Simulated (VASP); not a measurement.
# Cs8Sn8Br25 (a cell with a defect) in VASP: single point with PBEsol

Aim: the single point of Cs8Sn8Br25 (a cell with a defect) with PBEsol.

All numbers are computed with VASP 6.6.1; they aren't measurements. Logs are shortened: lines on timing, memory, paths and dates and some standing lists are left out, and cuts for length are marked.

### Step 1. The cell of the first run

The cell holds a defect, 41 atoms: a = 11.500 Å, b = 11.500 Å, c = 11.500 Å, α = 90.00°, β = 90.00°, γ = 90.00°.

### Step 2. Single point, PBEsol

Input file INCAR:

```
ALGO     = Normal         # electronic algorithm
EDIFF    = 1E-7           # SCF threshold, eV
ENCUT    = 520            # plane-wave cutoff, eV
GGA      = PS             # functional
ISIF     = 2              # what is computed and relaxed
ISMEAR   = -1             # smearing method
ISYM     = 0            
LASPH    = True           # aspherical terms in the spheres
LCHARG   = False          # write CHGCAR
LREAL    = Auto         
LWAVE    = False          # write WAVECAR
NBANDS   = 206            # bands
NELECT   = 358.0        
NELM     = 80             # most SCF steps
PREC     = Accurate       # precision mode
SIGMA    = 0.05           # smearing width, eV
```

Input file KPOINTS:

```
Automatic mesh
0
Gamma
  1 1 1
  0.25 0.25 0.25
```

Input file POSCAR:

```
Cs8Sn8Br25
1.0
   11.5000000000      0.0000000000      0.0000000000
    0.0000000000     11.5000000000      0.0000000000
    0.0000000000      0.0000000000     11.5000000000
Cs Sn Br
8 8 25
Direct
    0.9903050000      0.9841870000      0.0149740000
    0.0008660000      0.0311090000      0.4947780000
    0.9871420000      0.5129350000      0.0110240000
    0.0065750000      0.4819510000      0.4941060000
    0.5160840000      0.0000100000      0.9989740000
    0.4910560000      0.0397770000      0.4911820000
    0.5152790000      0.4990470000      0.0011600000
    0.4910220000      0.4591060000      0.4910900000
    0.2464660000      0.2483440000      0.2482670000
    0.2426810000      0.2478060000      0.7561590000
    0.2503910000      0.7482920000      0.2601350000
    0.2406470000      0.7479410000      0.7635250000
    0.7477230000      0.2502520000      0.2406860000
    0.7434630000      0.2539400000      0.7402290000
    0.7389870000      0.7503260000      0.2505420000
    0.7127760000      0.7524480000      0.6825780000
    0.2430190000      0.2442250000      0.0016330000
    0.2445310000      0.2519460000      0.5040780000
    0.2272570000      0.7454860000      0.0167860000
    0.2403190000      0.7445320000      0.5296960000
    0.7490990000      0.2468530000      0.9896630000
    0.7464440000      0.2531550000      0.4916040000
    0.7608900000      0.7523220000      0.0101040000
    0.8742570000      0.7567020000      0.5137120000
    0.9980770000      0.2544590000      0.2478800000
    0.9940060000      0.2539530000      0.7446540000
    0.0094840000      0.7403560000      0.2512010000
    0.0130590000      0.7494250000      0.7936690000
    0.4968360000      0.2473450000      0.2405710000
    0.4921970000      0.2495320000      0.7485910000
    0.4969570000      0.7493180000      0.1951480000
    0.4764240000      0.7500480000      0.7953880000
    0.2457880000      0.9989690000      0.2578020000
    0.2432440000      0.9931380000      0.7624210000
    0.2543110000      0.4997050000      0.2611440000
    0.2390560000      0.5036370000      0.7664420000
    0.7472360000      0.0014270000      0.2490770000
    0.7323870000      0.9965820000      0.7227280000
    0.7437570000      0.4990550000      0.2483860000
    0.7407750000      0.5021260000      0.7305530000
    0.5734740000      0.7497250000      0.4957040000
```

Potentials or basis: VASP PAW PBE potentials, release 64 (Cs_sv, Sn_d, Br).

The run is started by

```bash
> cat potpaw_PBE.64/Cs_sv/POTCAR potpaw_PBE.64/Sn_d/POTCAR potpaw_PBE.64/Br/POTCAR > POTCAR
> mpirun -np 1 vasp_std > vasp.out
```

OUTCAR:

```text
EDIFF = 1E-7
   ENCUT = 520
   GGA = PS
   ISIF = 2
   ISMEAR = -1
   ISYM = 0
   LASPH = True
   LREAL = Auto
   NELECT = 358.0
   NELM = 80
   PREC = Accurate

 ion  position               nearest neighbor table
   1  0.990  0.984  0.015-
   2  0.001  0.031  0.495-
   3  0.987  0.513  0.011-
   4  0.007  0.482  0.494-
   5  0.516  0.000  0.999-
   6  0.491  0.040  0.491-
   7  0.515  0.499  0.001-
   8  0.491  0.459  0.491-
   9  0.246  0.248  0.248-  17 2.84  25 2.86  33 2.87  29 2.88  35 2.90  18 2.94
  10  0.243  0.248  0.756-  17 2.82  26 2.86  30 2.87  18 2.90  34 2.93  36 2.94
  11  0.250  0.748  0.260-  27 2.77  19 2.81  35 2.86  33 2.88  31 2.93  20 3.10
  12  0.241  0.748  0.764-  28 2.64  20 2.69  32 2.74  36 2.81  34 2.82  19 2.92
  13  0.748  0.250  0.241-  39 2.86  37 2.86  25 2.88  29 2.89  22 2.89  21 2.89
  14  0.743  0.254  0.740-  40 2.86  22 2.86  21 2.87  26 2.88  30 2.89  38 2.97
  15  0.739  0.750  0.251-  23 2.78  31 2.86  37 2.89  39 2.89  27 3.11
  16  0.713  0.752  0.683-  41 2.68  24 2.69  38 2.85  40 2.95  32 3.01
  17  0.243  0.244  0.002-  10 2.82   9 2.84
  18  0.245  0.252  0.504-  10 2.90   9 2.94
  19  0.227  0.745  0.017-  11 2.81  12 2.92
  20  0.240  0.745  0.530-  12 2.69  11 3.10
  21  0.749  0.247  0.990-  14 2.87  13 2.89
  22  0.746  0.253  0.492-  14 2.86  13 2.89
  23  0.761  0.752  0.010-  15 2.78
  24  0.874  0.757  0.514-  16 2.69
  25  0.998  0.254  0.248-   9 2.86  13 2.88
  26  0.994  0.254  0.745-  10 2.86  14 2.88
  27  0.009  0.740  0.251-  11 2.77  15 3.11
  28  0.013  0.749  0.794-  12 2.64
  29  0.497  0.247  0.241-   9 2.88  13 2.89
  30  0.492  0.250  0.749-  10 2.87  14 2.89
  31  0.497  0.749  0.195-  15 2.86  11 2.93
  32  0.476  0.750  0.795-  12 2.74  16 3.01
  33  0.246  0.999  0.258-   9 2.87  11 2.88
  34  0.243  0.993  0.762-  12 2.82  10 2.93
  35  0.254  0.500  0.261-  11 2.86   9 2.90
  36  0.239  0.504  0.766-  12 2.81  10 2.94
  37  0.747  0.001  0.249-  13 2.86  15 2.89
  38  0.732  0.997  0.723-  16 2.85  14 2.97
  39  0.744  0.499  0.248-  13 2.86  15 2.89
  40  0.741  0.502  0.731-  14 2.86  16 2.95
  41  0.573  0.750  0.496-  16 2.68

IMPORTANT INFORMATION: All symmetrisations will be switched off!
NOSYMM: (Re-)initialisation of all symmetry stuff for point group C_1.

----------------------------------------------------------------------------------------

                                     Primitive cell

  volume of cell :    1520.8750

  direct lattice vectors                    reciprocal lattice vectors
[... 150 lines left out ...]
   ISIF   =      2    stress and relaxation
   ISYM   =      0    0-nonsym 1-usesym 2-fastsym
   POTIM  = 0.5000    time-step for ionic-motion
   TEBEG  =    0.0;   TEEND  =   0.0 temperature during run
   PSTRESS=    0.0 pullay stress
   NELECT =     358.0000    total number of electrons
   NUPDOWN=      -1.0000    fix difference up-down
   EMIN   =  10.00;   EMAX   =-10.00  energy-range for DOS
   EFERMI =   0.00;   METHOD = LEGACY
   ISMEAR =    -1;   SIGMA  =   0.05  broadening in eV -4-tet -1-fermi 0-gaus
   EFERMI_NEDOS =   21; number of points for ismear=-14 and -15
   IALGO  =     38    algorithm
   IMIX   =      4    mixing-type and parameters
     AMIX     =   0.40;   BMIX     =  1.00
     AMIX_MAG =   1.60;   BMIX_MAG =  1.00
  volume/ion in A,a.u.               =      37.09       250.33
  Fermi-wavevector in a.u.,A,eV,Ry     =   1.010814  1.910162 13.901689  1.021745
  Thomas-Fermi vector in A             =   2.143826
   LORBIT       =      0    0 simple, 1 ext, 2 COOP (PROOUT), +10 PAW based schemes
   GGA     = PS    functional components
   LHFCALC =     F    Hartree Fock is set to
   AEXX    =    0.0000 exact exchange contribution
   IVDW    =     0    specifies the selected vdW correction
   LEPSILON=     F    determine dielectric tensor
   LRPA    =     F    only Hartree local field effects (RPA)
 non-spin polarized calculation
  energy-cutoff  :      520.00
  volume of cell :     1520.88
 maximum number of plane-waves:     40987
 NGX is ok and might be reduce to    90
   NGX = 43   NGY = 43   NGZ = 43

 number of electron     358.0000005 magnetization

 Free energy of the ion-electron system (eV)
  ---------------------------------------------------
  ext. energy  EPLUGINS =         0.00000000
  ---------------------------------------------------
  free energy    TOTEN  =      -137.99161834 eV

  energy without entropy =     -137.95957249  energy(sigma->0) =     -137.97559541

 E-fermi :   1.2302     XC(G=0):  -8.1162

 val. band max:        1.1012183151   @ k =   0.2500  -0.2500   0.2500
 cond. band min:       1.3731781365   @ k =  -0.2500   0.2500   0.2500
 fundamental gap:      0.2719598214
 Fermi energy:         1.2301992018

 k-point     1 :       0.2500    0.2500    0.2500
  band No.  band energies     occupation
      1     -20.3641      2.00000
      2     -20.3394      2.00000
      3     -20.3148      2.00000
      4     -20.2870      2.00000
      5     -20.2803      2.00000
      6     -20.0128      2.00000
[... 765 lines left out ...]
    190       4.2847      0.00000
    191       4.4421      0.00000
 [bands above 191 left out]

------------------------ aborting loop because EDIFF is reached ----------------------------------------

  FORCE on cell =-STRESS in cart. coord.  units (eV):
  Direction    XX          YY          ZZ          XY          YZ          ZX
  --------------------------------------------------------------------------------------
  -------------------------------------------------------------------------------------
  Total       -7.4263139     -9.0676301     -9.3263318     -0.1386137     -0.0343333      0.0261880
  in kB       -7.8233069     -9.5523638     -9.8248951     -0.1460237     -0.0361687      0.0275880
  external PRESSURE =      -9.0668553 kB  Pullay stress =       0.0000000 kB

 VOLUME and BASIS-vectors are now :
 -----------------------------------------------------------------------------
  energy-cutoff  :      520.00
  volume of cell :     1520.88
      direct lattice vectors                 reciprocal lattice vectors
    11.500000000  0.000000000  0.000000000     0.086956522  0.000000000  0.000000000
     0.000000000 11.500000000  0.000000000     0.000000000  0.086956522  0.000000000
     0.000000000  0.000000000 11.500000000     0.000000000  0.000000000  0.086956522

 POSITION                                       TOTAL-FORCE (eV/Angst)
 -----------------------------------------------------------------------------------
     11.38851     11.31815      0.17220         0.017888     -0.009677      0.006454
      0.00996      0.35775      5.68995         0.006791     -0.005272      0.010308
     11.35213      5.89875      0.12678         0.010131      0.002309      0.002157
      0.07561      5.54244      5.68222         0.003046      0.009600      0.005834
      5.93497      0.00012     11.48820        -0.006142     -0.002221     -0.014711
      5.64714      0.45744      5.64859        -0.004973      0.007919      0.018149
[... 33 lines left out ...]
      8.51891      5.77445      8.40136        -0.014101     -0.014587     -0.010840
      6.59495      8.62184      5.70060         0.004888     -0.013389     -0.044766
 -----------------------------------------------------------------------------------
    total drift:                               -0.001618      0.010945     -0.074764

  FREE ENERGIE OF THE ION-ELECTRON SYSTEM (eV)
  ---------------------------------------------------
  free  energy   TOTEN  =      -137.9916183406 eV

  energy  without entropy=     -137.9595724864  energy(sigma->0) =     -137.97559541
```

It took 56 min on 1 thread of Intel Xeon Platinum 8488C (Sapphire Rapids), shared host; peak memory 1.8 GiB.

Results:

* Free energy: -137.9916 eV
* Largest force: 0.098 eV/Å

Forces in eV/Å, atoms in the order of the input:
```
Cs   0.018 -0.010  0.006
Cs   0.007 -0.005  0.010
Cs   0.010  0.002  0.002
Cs   0.003  0.010  0.006
Cs  -0.006 -0.002 -0.015
Cs  -0.005  0.008  0.018
Cs  -0.014  0.006 -0.018
Cs  -0.002  0.009  0.011
Sn  -0.004  0.028 -0.003
Sn  -0.010  0.025  0.006
Sn  -0.016 -0.017 -0.013
Sn  -0.002  0.005 -0.006
Sn   0.005  0.012 -0.020
Sn   0.003 -0.044  0.007
Sn   0.019 -0.018 -0.038
Sn   0.020  0.031  0.037
Br   0.012  0.018 -0.002
Br   0.002 -0.026 -0.013
Br   0.043  0.017  0.012
Br   0.007  0.018 -0.042
Br  -0.005  0.018  0.042
Br  -0.010 -0.005 -0.024
Br   0.038 -0.006  0.048
Br  -0.025 -0.044  0.041
Br  -0.022 -0.011 -0.008
Br   0.000 -0.032 -0.013
Br  -0.074  0.023 -0.060
Br  -0.040  0.006 -0.017
Br   0.021 -0.001  0.009
Br   0.000  0.021  0.005
Br   0.009  0.023  0.040
Br   0.003 -0.033  0.010
Br  -0.004  0.004  0.016
Br  -0.022  0.023  0.005
Br   0.012 -0.035 -0.017
Br   0.018 -0.037  0.011
Br   0.009 -0.009  0.025
Br   0.019  0.048  0.001
Br  -0.009  0.010 -0.004
Br  -0.014 -0.015 -0.011
Br   0.005 -0.013 -0.045
```

Caveat: the cell carries a net charge on a neutralising background, which shifts energy and pressure; the cell is charged against a uniform background, so pressure and absolute levels hang on convention; the PAW data sets were made with another functional, which shifts forces and pressure a little; spin-orbit coupling is left out, which moves the levels of the heavy elements.
